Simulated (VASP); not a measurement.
Write the native input for VASP 6.6.1 that does the following.

- Task: single point
- Functional: PBEsol
- Potentials or basis: VASP PAW PBE potentials, release 64 (Al, N)
- Cutoff: 520 eV
- k mesh: 10 × 10 × 10
- Occupations: gaussian, width 0.01 eV
- Spin: no spin polarisation
- Dipole correction: no
- Further INCAR settings: ALGO = Normal; EDIFF = 1e-06; NBANDS = 11

The structure of AlN lies in POSCAR:

```
AlN
1.0
    2.1777360830      2.1777360830      0.0000000000
   -2.1777360830      2.1777360830      0.0000000000
    0.0000000000      2.1777360830      2.2007178144
Al N
1 1
Direct
    0.0000000000      0.0000000000      0.0000000000
    0.2500000000      0.7500000000      0.5000000000
```

This cell differs from its parent crystal: film at in-plane strain -0.005.

The input as run:

INCAR

```
PREC = Accurate
ENCUT = 520
EDIFF = 1E-6
ISMEAR = 0
SIGMA = 0.01
LREAL = F
LASPH = T
NELM = 60
ALGO = Normal
ISIF = 2
LWAVE = F
LCHARG = F
GGA = PS
NBANDS = 11
```

KPOINTS

```
regular mesh
0
Gamma
  10 10 10
```

Potentials or basis: VASP PAW PBE potentials, release 64 (Al, N).

Launch:

```console
$ cat potpaw_PBE.64/Al/POTCAR potpaw_PBE.64/N/POTCAR > POTCAR
$ mpirun -np 1 vasp_std > vasp.out
```

It gave:

```yaml
Pressure: 0.9 GPa
Band_gap_on_the_k_mesh: 3.16 eV, indirect (least direct gap 4.10 eV)
```

Caveat: the cell differs from its parent crystal (film at in-plane strain -0.005); the PAW data sets were made with another functional, which shifts forces and pressure a little.

Wall time 8.7 s on 1 thread of Intel(R) Xeon(R) Platinum 8559C (Emerald Rapids), with other jobs on the host, peak memory 0.14 GiB.
